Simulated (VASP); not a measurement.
# Se (Fd-3m) in VASP: a series of runs

The runs below take Se through single point, with PBE.

Program: VASP 6.6.1. These are calculated values, not measurements. Logs are shortened: lines on timing, memory, paths and dates and some standing lists are left out, and cuts for length are marked.

## (1) The cell of the first run

It takes space group Fd-3m (No. 227, cubic). The conventional cell has a = 6.334 Å, b = 6.334 Å, c = 6.334 Å, α = 90.00°, β = 90.00°, γ = 90.00°. Within 3.6 Å of Se (site symmetry -43m) lie 4 Se at 2.74 Å.

This isn't the form of Se at room conditions, which is trigonal, of chains.

## (2) Single point, PBE

Input file INCAR:

```
SYSTEM = Se
  ALGO = Normal
  EDIFF = 1E-6
  ENCUT = 520
  GGA = PE
  ISIF = 2
  ISMEAR = -1
  LASPH = .TRUE.
  LCHARG = .TRUE.
  LELF = .TRUE.
  LREAL = .FALSE.
  LVHAR = .TRUE.
  LWAVE = .FALSE.
  NBANDS = 13
  NELM = 80
  PREC = Accurate
  SIGMA = 0.1
```

Input file KPOINTS:

```
k-points
0
G
  9 9 9
  0 0 0
```

Input file POSCAR:

```
Se
1.0
    0.0000000000      3.1670468414      3.1670468414
    3.1670468414      0.0000000000      3.1670468414
    3.1670468414      3.1670468414      0.0000000000
Se
2
Direct
    0.1250000000      0.1250000000      0.1250000000
    0.8750000000      0.8750000000      0.8750000000
```

Potentials or basis: VASP PAW PBE potentials, release 64 (Se).

On the command line:

```
$ cat potpaw_PBE.64/Se/POTCAR > POTCAR
$ mpirun -np 1 vasp_std > vasp.out
```

OUTCAR:

```text
SYSTEM = Se
   EDIFF = 1E-6
   ENCUT = 520
   GGA = PE
   ISIF = 2
   ISMEAR = -1
   LASPH = .TRUE.
   LREAL = .FALSE.
   NELM = 80
   PREC = Accurate

 ion  position               nearest neighbor table
   1  0.125  0.125  0.125-   2 2.74   2 2.74   2 2.74   2 2.74
   2  0.875  0.875  0.875-   1 2.74   1 2.74   1 2.74   1 2.74

  LATTYP: Found a face centered cubic cell.
 ALAT       =     6.3340936828

  Lattice vectors:

 A1 = (   0.0000000000,   3.1670468414,   3.1670468414)
 A2 = (   3.1670468414,   0.0000000000,   3.1670468414)
 A3 = (   3.1670468414,   3.1670468414,   0.0000000000)

Analysis of symmetry for initial positions (statically):
=====================================================================
 Subroutine PRICEL returns:
 Original cell was already a primitive cell.

 Routine SETGRP: Setting up the symmetry group for a
 face centered cubic supercell.

 Subroutine GETGRP returns: Found 48 space group operations
 (whereof 12 operations were pure point group operations)
 out of a pool of 48 trial point group operations.

The static configuration has the point symmetry D_3d.
 The point group associated with its full space group is O_h .

Analysis of symmetry for dynamics (positions and initial velocities):
=====================================================================
 Subroutine PRICEL returns:
 Original cell was already a primitive cell.

 Routine SETGRP: Setting up the symmetry group for a
 face centered cubic supercell.

 Subroutine GETGRP returns: Found 48 space group operations
 (whereof 12 operations were pure point group operations)
 out of a pool of 48 trial point group operations.

The dynamic configuration has the point symmetry D_3d.
 The point group associated with its full space group is O_h .

 Subroutine INISYM returns: Found 48 space group operations
 (whereof 12 operations are pure point group operations),
 and found     1 'primitive' translations

----------------------------------------------------------------------------------------

                                     Primitive cell

  volume of cell :      63.5321

  direct lattice vectors                    reciprocal lattice vectors
     0.000000000  3.167046841  3.167046841    -0.157875783  0.157875783  0.157875783
     3.167046841  0.000000000  3.167046841     0.157875783 -0.157875783  0.157875783
     3.167046841  3.167046841  0.000000000     0.157875783  0.157875783 -0.157875783

  length of vectors
     4.478880596  4.478880596  4.478880596     0.273448878  0.273448878  0.273448878

  position of ions in fractional coordinates (direct lattice)
     0.125000000  0.125000000  0.125000000
     0.875000000  0.875000000  0.875000000

  ion indices of the primitive-cell ions
   primitive index   ion index
                 1           1
                 2           2

----------------------------------------------------------------------------------------

 KPOINTS: k-points

Automatic generation of k-mesh.
 Grid dimensions read from file:
 generate k-points for:    9    9    9

 Generating k-lattice:

  Cartesian coordinates                     Fractional coordinates (reciprocal lattice)
    -0.017541754  0.017541754  0.017541754     0.111111111  0.000000000  0.000000000
     0.017541754 -0.017541754  0.017541754     0.000000000  0.111111111  0.000000000
     0.017541754  0.017541754 -0.017541754     0.000000000  0.000000000  0.111111111

  Length of vectors
     0.030383209  0.030383209  0.030383209

  Shift w.r.t. Gamma in fractional coordinates (k-lattice)
     0.000000000  0.000000000  0.000000000

 Subroutine IBZKPT returns following result:
 ===========================================

 Found     35 irreducible k-points:

 Following reciprocal coordinates:
            Coordinates               Weight
  0.000000  0.000000  0.000000      1.000000
  0.111111  0.000000  0.000000      8.000000
  0.222222  0.000000  0.000000      8.000000
  0.333333  0.000000  0.000000      8.000000
  0.444444  0.000000  0.000000      8.000000
  0.111111  0.111111  0.000000      6.000000
[... 16 lines left out ...]
 -0.333333  0.333333  0.000000     12.000000
  0.444444  0.444444  0.000000      6.000000
 [... further k-points ...]
   k-points           NKPTS =     35   k-points in BZ     NKDIM =     35   number of bands    NBANDS=     13
   number of dos      NEDOS =    301   number of ions     NIONS =      2
   total plane-waves  NPLWV =  46656
   dimension x,y,z NGX =    36 NGY =   36 NGZ =   36
   dimension x,y,z NGXF=    72 NGYF=   72 NGZF=   72
   ions per type =               2
   NGX,Y,Z   is equivalent  to a cutoff of  13.36, 13.36, 13.36 a.u.
   NGXF,Y,Z  is equivalent  to a cutoff of  26.72, 26.72, 26.72 a.u.
 SYSTEM =  Se
   PREC   = accura    normal or accurate (medium, high low for compatibility)
   ISTART =      0    job   : 0-new  1-cont  2-samecut
   ICHARG =      2    charge: 1-file 2-atom 10-const
   ISPIN  =      1    spin polarized calculation?
   LNONCOLLINEAR =      F non collinear calculations
   LSORBIT =      F    spin-orbit coupling
   LASPH  =      T    aspherical Exc in radial PAW
   ENCUT  =  520.0 eV  38.22 Ry    6.18 a.u.   8.33  8.33  8.33*2*pi/ulx,y,z
   NELM   =     80;   NELMIN=  2; NELMDL= -5     # of ELM steps
   EDIFF  = 0.1E-05   stopping-criterion for ELM
   LREAL  =      F    real-space projection
[... 7 lines left out ...]
   TEBEG  =    0.0;   TEEND  =   0.0 temperature during run
   PSTRESS=    0.0 pullay stress
   NELECT =      12.0000    total number of electrons
   NUPDOWN=      -1.0000    fix difference up-down
   EMIN   =  10.00;   EMAX   =-10.00  energy-range for DOS
   EFERMI =   0.00;   METHOD = LEGACY
   ISMEAR =    -1;   SIGMA  =   0.10  broadening in eV -4-tet -1-fermi 0-gaus
   EFERMI_NEDOS =   21; number of points for ismear=-14 and -15
   IALGO  =     38    algorithm
   IMIX   =      4    mixing-type and parameters
     AMIX     =   0.40;   BMIX     =  1.00
     AMIX_MAG =   1.60;   BMIX_MAG =  1.00
  volume/ion in A,a.u.               =      31.77       214.37
  Fermi-wavevector in a.u.,A,eV,Ry     =   0.939300  1.775019 12.004197  0.882284
  Thomas-Fermi vector in A             =   2.066598
   LORBIT       =      0    0 simple, 1 ext, 2 COOP (PROOUT), +10 PAW based schemes
   GGA     = PE    functional components
   LHFCALC =     F    Hartree Fock is set to
   AEXX    =    0.0000 exact exchange contribution
   IVDW    =     0    specifies the selected vdW correction
   LEPSILON=     F    determine dielectric tensor
   LRPA    =     F    only Hartree local field effects (RPA)
 non-spin polarized calculation
  energy-cutoff  :      520.00
  volume of cell :       63.53
 maximum number of plane-waves:      1729
 NGX is ok and might be reduce to    36
   NGX = 17   NGY = 17   NGZ = 17

 number of electron      11.9999999 magnetization

 Free energy of the ion-electron system (eV)
  ---------------------------------------------------
  ext. energy  EPLUGINS =         0.00000000
  ---------------------------------------------------
  free energy    TOTEN  =        -6.02168613 eV

  energy without entropy =       -5.96412869  energy(sigma->0) =       -5.99290741

 E-fermi :   1.9972     XC(G=0):  -8.1459

 val. band max:        1.9847014771   @ k =  -0.1111   0.1111   0.0000
 cond. band min:       2.0490132711   @ k =   0.2222   0.1111   0.0000
 fundamental gap:      0.0643117940
 Fermi energy:         1.9972035669

 k-point     1 :       0.0000    0.0000    0.0000
  band No.  band energies     occupation
      1     -13.2282      2.00000
      2      -8.2616      2.00000
      3      -1.3796      2.00000
      4      -1.3796      2.00000
      5      -1.3796      2.00000
      6       1.2570      1.99878
      7       1.2570      1.99878
      8       1.2570      1.99878
      9       6.4152      0.00000
     10       9.6731      0.00000
     11       9.6731      0.00000
     12      11.5695      0.00000
     13      11.5695      0.00000

 k-point     2 :       0.1111    0.0000    0.0000
  band No.  band energies     occupation
      1     -13.1489      2.00000
      2      -8.4548      2.00000
      3      -1.4880      2.00000
      4      -1.4880      2.00000
      5      -1.4360      2.00000
      6       1.4113      1.99431
      7       1.4187      1.99387
      8       1.4187      1.99387
      9       6.8052      0.00000
     10       9.3551      0.00000
     11       9.3551      0.00000
     12      11.2377      0.00000
     13      12.2788      0.00000

 k-point     3 :       0.2222    0.0000    0.0000
  band No.  band energies     occupation
      1     -12.9232      2.00000
      2      -8.9479      2.00000
      3      -1.7184      2.00000
      4      -1.7184      2.00000
      5      -1.6290      2.00000
      6       1.7740      1.80620
      7       1.7740      1.80620
      8       1.9532      1.21667
      9       7.6505      0.00000
     10       9.0743      0.00000
     11       9.0743      0.00000
     12      10.8519      0.00000
     13      13.6345      0.00000
[... 305 lines left out ...]
 k-point    23 :      -0.3333    0.3333    0.0000
  band No.  band energies     occupation
      1     -11.7788      2.00000
      2     -10.6716      2.00000
      3      -3.2807      2.00000
      4      -2.4570      2.00000
      5      -0.2661      2.00000
      6       1.7810      1.79364
      7       3.2019      0.00001
      8       3.4614      0.00000
      9       7.3597      0.00000
     10       9.3458      0.00000
     11       9.4292      0.00000
     12      12.8419      0.00000
     13      13.9063      0.00000

 k-point    24 :       0.4444    0.4444    0.0000
  band No.  band energies     occupation
      1     -11.6337      2.00000
      2     -10.8434      2.00000
      3      -2.7929      2.00000
      4      -2.7929      2.00000
      5       0.0467      2.00000
      6       0.1360      2.00000
      7       4.0281      0.00000
      8       4.0281      0.00000
      9       7.7404      0.00000
     10       8.7651      0.00000
     11      11.9185      0.00000
     12      11.9185      0.00000
     13      12.4123      0.00000

 [... further k-points ...]

------------------------ aborting loop because EDIFF is reached ----------------------------------------

  FORCE on cell =-STRESS in cart. coord.  units (eV):
  Direction    XX          YY          ZZ          XY          YZ          ZX
  --------------------------------------------------------------------------------------
  -------------------------------------------------------------------------------------
  Total        0.0060023      0.0060023      0.0060023     -0.0000000     -0.0000000      0.0000000
  in kB        0.1513686      0.1513686      0.1513686     -0.0000000     -0.0000000      0.0000000
  external PRESSURE =       0.1513686 kB  Pullay stress =       0.0000000 kB

 VOLUME and BASIS-vectors are now :
 -----------------------------------------------------------------------------
  energy-cutoff  :      520.00
  volume of cell :       63.53
      direct lattice vectors                 reciprocal lattice vectors
     0.000000000  3.167046841  3.167046841    -0.157875783  0.157875783  0.157875783
     3.167046841  0.000000000  3.167046841     0.157875783 -0.157875783  0.157875783
     3.167046841  3.167046841  0.000000000     0.157875783  0.157875783 -0.157875783

 POSITION                                       TOTAL-FORCE (eV/Angst)
 -----------------------------------------------------------------------------------
      0.79176      0.79176      0.79176        -0.000000     -0.000000     -0.000000
      5.54233      5.54233      5.54233         0.000000      0.000000      0.000000
 -----------------------------------------------------------------------------------
    total drift:                               -0.000000      0.000000      0.000000

  FREE ENERGIE OF THE ION-ELECTRON SYSTEM (eV)
  ---------------------------------------------------
  free  energy   TOTEN  =        -6.0216861348 eV

  energy  without entropy=       -5.9641286936  energy(sigma->0) =       -5.99290741
```

Run time: 52 s. Hardware: 1 thread of Intel Xeon 8259CL, shared host; peak memory 0.2 GiB.

What came out:

* Free energy: -6.0217 eV
* Pressure: 0.0 GPa
* Band gap on the k mesh: zero (bands 6 and 7 overlap by 1.03 eV)

## (3) Single point, PBE (27.95 Å³/atom)

This run uses another cell than the first one, of 27.95 Å³/atom.

Input file INCAR:

```
ALGO     = Normal         # electronic algorithm
EDIFF    = 1E-7           # SCF threshold, eV
ENCUT    = 520            # plane-wave cutoff, eV
GGA      = PE             # functional
ISIF     = 2              # what is computed and relaxed
ISMEAR   = -1             # smearing method
LASPH    = True           # aspherical terms in the spheres
LCHARG   = False          # write CHGCAR
LREAL    = False          # projectors in reciprocal space
LWAVE    = False          # write WAVECAR
NBANDS   = 13             # bands
NELM     = 80             # most SCF steps
PREC     = Accurate       # precision mode
SIGMA    = 0.1            # smearing width, eV
```

Input file KPOINTS:

```
k-points
0
Gamma
  10 10 10
```

Input file POSCAR:

```
Se
1.0
    0.0000000000      3.0349302248      3.0349302248
    3.0349302248      0.0000000000      3.0349302248
    3.0349302248      3.0349302248      0.0000000000
Se
2
Direct
    0.1250000000      0.1250000000      0.1250000000
    0.8750000000      0.8750000000      0.8750000000
```

Potentials or basis: VASP PAW PBE potentials, release 64 (Se).

On the command line:

```
$ cat potpaw_PBE.64/Se/POTCAR > POTCAR
$ mpirun -np 1 vasp_std > vasp.out
```

It took 41 s on 1 thread of Intel Xeon 8259CL, shared host; peak memory 0.18 GiB.

It converged, with:

```yaml
Free_energy: -5.8852 eV
Pressure: 6.4 GPa
Band_gap_on_the_k_mesh: zero (bands 6 and 7 overlap by 1.21 eV)
```

Levels at points of the mesh, in eV from the Fermi level:
| k point | band 2 | band 3 | band 4 | band 5 | band 6 | band 7 | band 8 | band 9 | band 10 | band 11 |
| --- | --- | --- | --- | --- | --- | --- | --- | --- | --- | --- |
| (0.00, 0.00, 0.00) | -9.86 | -3.85 | -3.85 | -3.85 | -0.94 | -0.94 | -0.94 | 4.37 | 7.52 | 7.52 |
| (0.50, 0.00, 0.00) | -12.33 | -4.65 | -4.65 | -4.48 | 0.27 | 0.27 | 2.19 | 6.86 | 6.94 | 8.07 |
| (0.50, 0.50, 0.00) | -13.75 | -5.54 | -5.54 | -2.15 | -2.15 | 2.60 | 2.60 | 6.34 | 6.34 | 9.86 |

Caveat: the cell stands under pressure.

The gap in the log of VASP goes by the Fermi energy; the results here count the filled bands.